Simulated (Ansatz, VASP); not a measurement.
**NaI: VASP beside Ansatz**

```
Na I
1.0
     0.00000    3.19575    3.19575
     3.19575    0.00000    3.19575
     3.19575    3.19575    0.00000
Na I
1 1
Cartesian
  0.0000 0.0000 0.0000
  3.1957 3.1957 3.1957
```

Alike in both runs: task single point; functional PBE; k mesh 6 × 6 × 6; no spin polarisation.

|  | VASP | Ansatz |
| --- | --- | --- |
| version | VASP 6.6.1 | Ansatz 0.2.0 |
| potentials or method | VASP PAW PBE potentials, release 64 (Na_pv, I) | plane waves, PAW |
| plane-wave cutoff (eV) | 520 | 420 |
| occupations | gaussian, width 0.01 eV | fixed |
| valence electrons in the cell | 14 | 26 |

|  | VASP | Ansatz | Ansatz less VASP |
| --- | --- | --- | --- |
| gap on the k mesh at the Fermi level (eV) | 3.74 | 3.75 | +0.004 |
| pressure (GPa) | 1.2 | 1.1 | -0.03 |

VASP's potentials hold 14 valence electrons a cell and Ansatz's 26, so a difference there can come from the potentials and not from the codes.

Neither program's run includes spin-orbit coupling.
